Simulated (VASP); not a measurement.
Runs of VASP 6.6.1 on Ti. The structure is that of space group Fmmm (No. 69), or close to it. The cells are those of the table. 

| cell | further INCAR settings | gap on the mesh (eV) | pressure (GPa) |
| --- | --- | --- | --- |
| a = 2.792, b = 2.792, c = 2.507 Å, angles 105.4, 105.4, 121.5°, 1 atom | ALGO = Fast; EDIFF = 1e-06; NBANDS = 12 | none | (c) |
| a = 2.904, b = 2.904, c = 2.483 Å, angles 106.8, 106.8, 120.3°, 1 atom | ALGO = Fast; EDIFF = 1e-06; NBANDS = 12 | none | 14.5 |
| a = 3.031, b = 3.031, c = 2.631 Å, angles 110.9, 110.9, 112.4°, 1 atom | ALGO = Fast; EDIFF = 1e-06; NBANDS = 12 | none | -4.5 |
| a = 2.874, b = 2.874, c = 2.598 Å, angles 108.1, 108.1, 115.9°, 1 atom | ALGO = Fast; EDIFF = 1e-06; NBANDS = 12 | none | (a) |
| a = 2.962, b = 2.962, c = 2.695 Å, angles 110.8, 110.8, 110.7°, 1 atom | ALGO = Fast; EDIFF = 1e-06; NBANDS = 12 | none | (b) |
| a = 2.917, b = 2.917, c = 2.646 Å, angles 109.5, 109.5, 113.2°, 1 atom | ALGO = Fast; EDIFF = 1e-07; NBANDS = 12 | none | 0.1 |
| a = 2.804, b = 2.804, c = 2.666 Å, angles 108.1, 108.1, 114.1°, 1 atom | ALGO = Fast; EDIFF = 1e-06; NBANDS = 12 | none | 6.1 |
| a = 2.832, b = 2.832, c = 2.551 Å, angles 106.8, 106.8, 118.7°, 1 atom | ALGO = Fast; EDIFF = 1e-06; NBANDS = 12 | none | 13.4 |

Alike in all rows: task single point; level PBEsol; potentials or basis VASP PAW PBE potentials, release 64 (Ti_sv); no spin polarisation; k mesh 20 × 20 × 20; cutoff (eV) 520; smearing gaussian 0.15 eV.

Q: Estimate the missing entries.

A: (a) 6.4; (b) -4.9; (c) 23.5.

Caveats: the PAW data sets were made with another functional, which shifts forces and pressure a little.

A gap of «none» marks levels without a gap at the run's occupations.
